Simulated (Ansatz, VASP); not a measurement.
## One calculation of Eu, two programs

File INCAR:

```
SYSTEM = Eu
ALGO = Normal
EDIFF = 1E-6
ENCUT = 520
GGA = PE
ISIF = 2
ISMEAR = -1
ISPIN = 2
LASPH = .TRUE.
LCHARG = .TRUE.
LDAU = .TRUE.
LDAUJ = 0
LDAUL = 3
LDAUPRINT = 1
LDAUTYPE = 2
LDAUU = 6
LELF = .TRUE.
LMAXMIX = 6
LORBIT = 11
LREAL = .FALSE.
LVHAR = .TRUE.
LWAVE = .FALSE.
MAGMOM = 7
NBANDS = 18
NELM = 150
PREC = Accurate
SIGMA = 0.08
```

File KPOINTS:

```
k-points
0
G
  9 9 9
  0 0 0
```

File POSCAR:

```
Eu
1.0
    0.0000000000      2.7893026914      2.7893026914
    2.7893026914      0.0000000000      2.7893026914
    2.7893026914      2.7893026914      0.0000000000
Eu
1
Direct
    0.0000000000      0.0000000000      0.0000000000
```

Input for Ansatz:

```yaml
crystal:
  lattice:
    - [0.0, 2.7893026914, 2.7893026914]
    - [2.7893026914, 0.0, 2.7893026914]
    - [2.7893026914, 2.7893026914, 0.0]
  atoms:
    - { symbol: Eu, position: [0.0, 0.0, 0.0], spin: 7.0 }
magnetization:
  spin_polarized: true
kpoints:
  mp_grid: { grid: [9, 9, 9] }
scf:
  occupations: { method: fermi_dirac, width: 0.08 }
hamiltonian:
  xc: pbe
  pseudopotentials: { kind: paw }
  hubbard: { sites: [{ species: Eu, l: f, u_eff: 6 }] }
output:
  forces: true
  stress: true
  eigenvalues: true
  hubbard: { sites: [{ species: Eu, l: f }] }
  populations: true
  dos: { projected: true, de: 0.1, e_range: [-10, 8] }
```

Alike in both runs: task single point; functional PBE; k mesh 9 × 9 × 9; occupations fermi-dirac, width 0.08 eV; collinear spin; Hubbard terms Eu f U = 6.0 eV.

|  | VASP | Ansatz |
| --- | --- | --- |
| version | VASP 6.6.1 | Ansatz 0.2.0 |
| potentials or method | VASP PAW PBE potentials, release 64 (Eu) | PAW with Ansatz's default frozen-core files, scalar-relativistic |
| plane-wave cutoff (eV) | 520 | 420 |
| valence electrons in the cell | 17 | 17 |

|  | VASP | Ansatz | Ansatz less VASP |
| --- | --- | --- | --- |
| pressure (GPa) | 1.5 | 1.3 | -0.21 |
| net moment per atom (μB) | 7.43 | 7.51 | +0.076 |
| size of the moment on the site where the two differ most (μB) | 6.83 | 7.24 | +0.406 |

Site moments also hang on the region over which each program counts them. The programs project onto different local orbitals, so the same U acts differently, and such runs can settle in different states. Ansatz's warnings: filled band counts differ across k points, stability check not made.

Neither program's run includes spin-orbit coupling.
